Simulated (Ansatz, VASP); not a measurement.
## GaN: VASP beside Ansatz

```xyz
2
Lattice="0.0561 2.1013 2.1013 2.1013 0.0561 2.1013 2.1013 2.1013 0.0561" Properties=species:S:1:pos:R:3 pbc="T T T"
Ga    0.0000    0.0000    0.0000
N     2.1293    2.1293    2.1293
```

Change from the starting cell: epitaxial_111 strain -3.0%.

Alike in both runs: task single point; functional r2SCAN; k mesh 10 × 10 × 10; no spin polarisation.

|  | VASP | Ansatz |
| --- | --- | --- |
| version | VASP 6.6.1 | Ansatz 0.2.0 |
| potentials or method | VASP PAW PBE potentials, release 64 (Ga_d, N) | plane waves, PAW |
| plane-wave cutoff (eV) | 520 | 500 |
| occupations | gaussian, width 0.01 eV | fixed |
| valence electrons in the cell | 18 | 18 |

VASP gave:

```
gap on the k mesh at the Fermi level (eV)                     : 1.36
pressure (GPa)                                                : 15.5
traceless stress, the component that is largest in VASP (GPa) : -6.96
```

Which values does Ansatz return?

gap on the k mesh at the Fermi level (eV): 1.39; pressure (GPa): 14.0; traceless stress, the component that is largest in VASP (GPa): -7.03.

VASP's potentials were made for PBE, not for r2SCAN.
